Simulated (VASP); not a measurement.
# GaN in VASP: single point with PBE

Aim: the single point of GaN with PBE.

All numbers are computed with VASP 6.6.1; they aren't measurements. Logs are shortened: lines on timing, memory, paths and dates and some standing lists are left out, and cuts for length are marked.

### Step 1. The cell of the first run

The cell holds a sheet with vacuum, 2 atoms: a = 3.212 Å, b = 3.212 Å, c = 23.800 Å, α = 90.00°, β = 90.00°, γ = 120.00°.

### Step 2. Single point, PBE

Input file INCAR:

```
SYSTEM = GaN
PREC = Accurate
ENCUT = 520
EDIFF = 1E-6
ISMEAR = 0
SIGMA = 0.03
LREAL = .False.
LASPH = .True.
NELM = 120
ALGO = Normal
ISIF = 2
LWAVE = .False.
LCHARG = .False.
LDIPOL = .True.
IDIPOL = 3
DIPOL = 0.5 0.5 0.294
GGA = PE
NBANDS = 16
GGA_COMPAT = .False.
NELMDL = -8
```

Input file KPOINTS:

```
Automatic mesh
0
Gamma
  12 12 1
  0 0 0
```

Input file POSCAR:

```
GaN
1.0
    3.2119314754      0.0000000000      0.0000000000
   -1.6059657377      2.7816142529      0.0000000000
    0.0000000000      0.0000000000     23.8000000000
Ga N
1 1
Direct
    0.3333333333      0.6666666667      0.2941176471
    0.6666666667      0.3333333333      0.2941176471
```

Potentials or basis: VASP PAW PBE potentials, release 64 (Ga_d, N).

The run is started by

```bash
$ cat potpaw_PBE.64/Ga_d/POTCAR potpaw_PBE.64/N/POTCAR > POTCAR
$ mpirun -np 1 vasp_std > vasp.out
```

OUTCAR:

```text
SYSTEM = GaN
   PREC = Accurate
   ENCUT = 520
   EDIFF = 1E-6
   ISMEAR = 0
   LREAL = .False.
   LASPH = .True.
   NELM = 120
   ISIF = 2
   GGA = PE
   NELMDL = -8

 ion  position               nearest neighbor table
   1  0.333  0.667  0.294-   2 1.85   2 1.85   2 1.85
   2  0.667  0.333  0.294-   1 1.85   1 1.85   1 1.85

  LATTYP: Found a hexagonal cell.
 ALAT       =     3.2119314754
 C/A-ratio  =     7.4098716558

  Lattice vectors:

 A1 = (   3.2119314754,   0.0000000000,   0.0000000000)
 A2 = (  -1.6059657377,   2.7816142529,   0.0000000000)
 A3 = (   0.0000000000,   0.0000000000,  23.8000000000)

Analysis of symmetry for initial positions (statically):
=====================================================================
 Subroutine PRICEL returns:
 Original cell was already a primitive cell.

 Routine SETGRP: Setting up the symmetry group for a
 hexagonal supercell.

 Subroutine GETGRP returns: Found 12 space group operations
 (whereof  6 operations were pure point group operations)
 out of a pool of 24 trial point group operations.

The static configuration has the point symmetry C_3v.
 The point group associated with its full space group is D_3h.

Analysis of symmetry for dynamics (positions and initial velocities):
=====================================================================
 Subroutine PRICEL returns:
 Original cell was already a primitive cell.

 Routine SETGRP: Setting up the symmetry group for a
 hexagonal supercell.

 Subroutine GETGRP returns: Found 12 space group operations
 (whereof  6 operations were pure point group operations)
 out of a pool of 24 trial point group operations.

The dynamic configuration has the point symmetry C_3v.
 The point group associated with its full space group is D_3h.

 Subroutine INISYM returns: Found 12 space group operations
 (whereof  6 operations are pure point group operations),
 and found     1 'primitive' translations

----------------------------------------------------------------------------------------

                                     Primitive cell

  volume of cell :     212.6376

  direct lattice vectors                    reciprocal lattice vectors
     3.211931475  0.000000000  0.000000000     0.311339145  0.179751739  0.000000000
    -1.605965738  2.781614253  0.000000000     0.000000000  0.359503479  0.000000000
     0.000000000  0.000000000 23.800000000     0.000000000  0.000000000  0.042016807

  length of vectors
     3.211931475  3.211931475 23.800000000     0.359503479  0.359503479  0.042016807

  position of ions in fractional coordinates (direct lattice)
     0.333333333  0.666666667  0.294117647
     0.666666667  0.333333333  0.294117647

  ion indices of the primitive-cell ions
   primitive index   ion index
                 1           1
                 2           2

----------------------------------------------------------------------------------------

 KPOINTS: Automatic mesh

Automatic generation of k-mesh.
 Grid dimensions read from file:
 generate k-points for:   12   12    1

 Generating k-lattice:

  Cartesian coordinates                     Fractional coordinates (reciprocal lattice)
     0.025944929  0.014979312  0.000000000     0.083333333 -0.000000000  0.000000000
     0.000000000  0.029958623  0.000000000     0.000000000  0.083333333  0.000000000
     0.000000000  0.000000000  0.042016807     0.000000000  0.000000000  1.000000000

  Length of vectors
     0.029958623  0.029958623  0.042016807

  Shift w.r.t. Gamma in fractional coordinates (k-lattice)
     0.000000000  0.000000000  0.000000000

 Subroutine IBZKPT returns following result:
 ===========================================

 Found     19 irreducible k-points:

 Following reciprocal coordinates:
            Coordinates               Weight
  0.000000  0.000000  0.000000      1.000000
  0.083333 -0.000000  0.000000      6.000000
  0.166667 -0.000000  0.000000      6.000000
  0.250000  0.000000  0.000000      6.000000
  0.333333  0.000000  0.000000      6.000000
  0.416667  0.000000  0.000000      6.000000
[... 11 lines left out ...]
  0.333333  0.250000  0.000000     12.000000
  0.333333  0.333333  0.000000      2.000000
   k-points           NKPTS =     19   k-points in BZ     NKDIM =     19   number of bands    NBANDS=     16
   number of dos      NEDOS =    301   number of ions     NIONS =      2
   total plane-waves  NPLWV = 103680
   dimension x,y,z NGX =    24 NGY =   24 NGZ =  180
   dimension x,y,z NGXF=    48 NGYF=   48 NGZF=  360
   ions per type =               1   1
   NGX,Y,Z   is equivalent  to a cutoff of  12.42, 12.42, 12.57 a.u.
   NGXF,Y,Z  is equivalent  to a cutoff of  24.84, 24.84, 25.15 a.u.
 SYSTEM =  GaN
   PREC   = accura    normal or accurate (medium, high low for compatibility)
   ISTART =      0    job   : 0-new  1-cont  2-samecut
   ICHARG =      2    charge: 1-file 2-atom 10-const
   ISPIN  =      1    spin polarized calculation?
   LNONCOLLINEAR =      F non collinear calculations
   LSORBIT =      F    spin-orbit coupling
   LASPH  =      T    aspherical Exc in radial PAW
   ENCUT  =  520.0 eV  38.22 Ry    6.18 a.u.   5.97  5.97 44.25*2*pi/ulx,y,z
   NELM   =    120;   NELMIN=  2; NELMDL= -8     # of ELM steps
   EDIFF  = 0.1E-05   stopping-criterion for ELM
   LREAL  =      F    real-space projection
   EDIFFG = 0.1E-04   stopping-criterion for IOM
   NSW    =      0    number of steps for IOM
   IBRION =     -1    ionic relax: 0-MD 1-quasi-New 2-CG
   NFREE  =      0    steps in history (QN), initial steepest desc. (CG)
   ISIF   =      2    stress and relaxation
   ISYM   =      2    0-nonsym 1-usesym 2-fastsym
   POTIM  = 0.5000    time-step for ionic-motion
   TEBEG  =    0.0;   TEEND  =   0.0 temperature during run
   PSTRESS=    0.0 pullay stress
   NELECT =      18.0000    total number of electrons
   NUPDOWN=      -1.0000    fix difference up-down
   EMIN   =  10.00;   EMAX   =-10.00  energy-range for DOS
   EFERMI =   0.00;   METHOD = LEGACY
   ISMEAR =     0;   SIGMA  =   0.03  broadening in eV -4-tet -1-fermi 0-gaus
   EFERMI_NEDOS =   21; number of points for ismear=-14 and -15
   IALGO  =     38    algorithm
   IMIX   =      4    mixing-type and parameters
     AMIX     =   0.40;   BMIX     =  1.00
     AMIX_MAG =   1.60;   BMIX_MAG =  1.00
  volume/ion in A,a.u.               =     106.32       717.47
  Fermi-wavevector in a.u.,A,eV,Ry     =   0.718818  1.358369  7.030121  0.516699
  Thomas-Fermi vector in A             =   1.807854
   LORBIT       =      0    0 simple, 1 ext, 2 COOP (PROOUT), +10 PAW based schemes
   GGA     = PE    functional components
   LHFCALC =     F    Hartree Fock is set to
   AEXX    =    0.0000 exact exchange contribution
   IVDW    =     0    specifies the selected vdW correction
   LEPSILON=     F    determine dielectric tensor
   LRPA    =     F    only Hartree local field effects (RPA)
 non-spin polarized calculation
 Gauss-broadening in eV      SIGMA  =   0.03
  energy-cutoff  :      520.00
  volume of cell :      212.64
 maximum number of plane-waves:      5784
 NGX is ok and might be reduce to    24
   NGX = 11   NGY = 11   NGZ = 89

 dipolmoment           0.000000      0.000000     -0.000013 electrons x Angstroem

 number of electron      17.9999983 magnetization

 dipolmoment           0.000000      0.000000      0.000004 electrons x Angstroem

 Free energy of the ion-electron system (eV)
  ---------------------------------------------------
  ext. energy  EPLUGINS =         0.00000000
  ---------------------------------------------------
  free energy    TOTEN  =       -11.45468686 eV

  energy without entropy =      -11.45468686  energy(sigma->0) =      -11.45468686

 E-fermi :  -4.0037     XC(G=0):  -1.8545

 val. band max:       -4.1956362486   @ k =   0.3333   0.3333   0.0000
 cond. band min:      -2.0389944923   @ k =   0.0000   0.0000   0.0000
 fundamental gap:      2.1566417563
 Fermi energy:        -4.0037274732

 k-point     1 :       0.0000    0.0000    0.0000
  band No.  band energies     occupation
      1     -19.4593      2.00000
      2     -17.5592      2.00000
      3     -17.5592      2.00000
      4     -17.3226      2.00000
      5     -17.3226      2.00000
      6     -16.6506      2.00000
[... 8 lines left out ...]
     15       2.4578      0.00000
     16       2.7859      0.00000

 k-point     2 :       0.0833   -0.0000    0.0000
  band No.  band energies     occupation
      1     -19.4069      2.00000
      2     -17.5632      2.00000
      3     -17.5398      2.00000
      4     -17.3310      2.00000
      5     -17.3238      2.00000
      6     -16.6128      2.00000
[... 8 lines left out ...]
     15       2.6088      0.00000
     16       2.8662      0.00000

 k-point     3 :       0.1667   -0.0000    0.0000
  band No.  band energies     occupation
      1     -19.2678      2.00000
      2     -17.5677      2.00000
      3     -17.4860      2.00000
      4     -17.3537      2.00000
      5     -17.3272      2.00000
      6     -16.4941      2.00000
[... 8 lines left out ...]
     15       3.0396      0.00000
     16       3.0913      0.00000

 k-point     4 :       0.2500    0.0000    0.0000
  band No.  band energies     occupation
      1     -19.0929      2.00000
      2     -17.5579      2.00000
      3     -17.4106      2.00000
      4     -17.3840      2.00000
      5     -17.3317      2.00000
      6     -16.2797      2.00000
[... 8 lines left out ...]
     15       3.4740      0.00000
     16       3.6335      0.00000
[... 229 lines left out ...]
 k-point    17 :       0.2500    0.2500    0.0000
  band No.  band energies     occupation
      1     -18.8013      2.00000
      2     -17.5465      2.00000
      3     -17.4240      2.00000
      4     -17.3593      2.00000
      5     -17.2730      2.00000
      6     -15.4602      2.00000
[... 8 lines left out ...]
     15       5.2689      0.00000
     16       5.3230      0.00000

 k-point    18 :       0.3333    0.2500    0.0000
  band No.  band energies     occupation
      1     -18.7567      2.00000
      2     -17.5389      2.00000
      3     -17.4277      2.00000
      4     -17.3677      2.00000
      5     -17.2605      2.00000
      6     -15.2136      2.00000
[... 8 lines left out ...]
     15       6.1689      0.00000
     16       6.2749      0.00000

 k-point    19 :       0.3333    0.3333    0.0000
  band No.  band energies     occupation
      1     -18.7375      2.00000
      2     -17.5421      2.00000
      3     -17.4252      2.00000
      4     -17.3745      2.00000
      5     -17.2598      2.00000
      6     -15.1123      2.00000
[... 8 lines left out ...]
     15       6.9254      0.00000
     16       7.3055      0.00000

------------------------ aborting loop because EDIFF is reached ----------------------------------------

 vacuum level on the upper side and lower side of the slab       (xc-potential included)        -0.009        -0.009

  FORCE on cell =-STRESS in cart. coord.  units (eV):
  Direction    XX          YY          ZZ          XY          YZ          ZX
  --------------------------------------------------------------------------------------
  -------------------------------------------------------------------------------------
  Total       -0.0480449     -0.0480449     -0.0147111      0.0000000      0.0000000      0.0000000
  in kB       -0.3620074     -0.3620074     -0.1108451      0.0000000      0.0000000      0.0000000
  external PRESSURE =      -0.2782866 kB  Pullay stress =       0.0000000 kB

 VOLUME and BASIS-vectors are now :
 -----------------------------------------------------------------------------
  energy-cutoff  :      520.00
  volume of cell :      212.64
      direct lattice vectors                 reciprocal lattice vectors
     3.211931475  0.000000000  0.000000000     0.311339145  0.179751739  0.000000000
    -1.605965738  2.781614253  0.000000000     0.000000000  0.359503479  0.000000000
     0.000000000  0.000000000 23.800000000     0.000000000  0.000000000  0.042016807

 POSITION                                       TOTAL-FORCE (eV/Angst)
 -----------------------------------------------------------------------------------
     -0.00000      1.85441      7.00000        -0.000000      0.000000      0.000000
      1.60597      0.92720      7.00000         0.000000      0.000000     -0.000000
 -----------------------------------------------------------------------------------
    total drift:                                0.000006     -0.000004      0.000280

  FREE ENERGIE OF THE ION-ELECTRON SYSTEM (eV)
  ---------------------------------------------------
  free  energy   TOTEN  =       -11.4546868584 eV

  energy  without entropy=      -11.4546868584  energy(sigma->0) =      -11.45468686

 vacuum level on the upper side and lower side of the slab         1.091         1.092
```

Run time: 3.4 min. Hardware: 1 thread of AMD EPYC 7R43 (Zen 3), shared host; peak memory 0.25 GiB.

Results:

```
Free energy            : -11.4547 eV
Band gap on the k mesh : 2.16 eV (least direct gap 2.47 eV)
```

Levels at points of the mesh, in eV from the valence-band top:
| k point | band 5 | band 6 | band 7 | band 8 | band 9 | band 10 | band 11 | band 12 | band 13 | band 14 |
| --- | --- | --- | --- | --- | --- | --- | --- | --- | --- | --- |
| (0.00, 0.00, 0.00) | -13.13 | -12.46 | -2.57 | -0.31 | -0.31 | 2.16 | 4.78 | 5.12 | 5.51 | 5.79 |
| (0.50, 0.00, 0.00) | -13.06 | -11.28 | -6.08 | -2.08 | -0.34 | 4.75 | 5.23 | 8.25 | 9.24 | 9.49 |
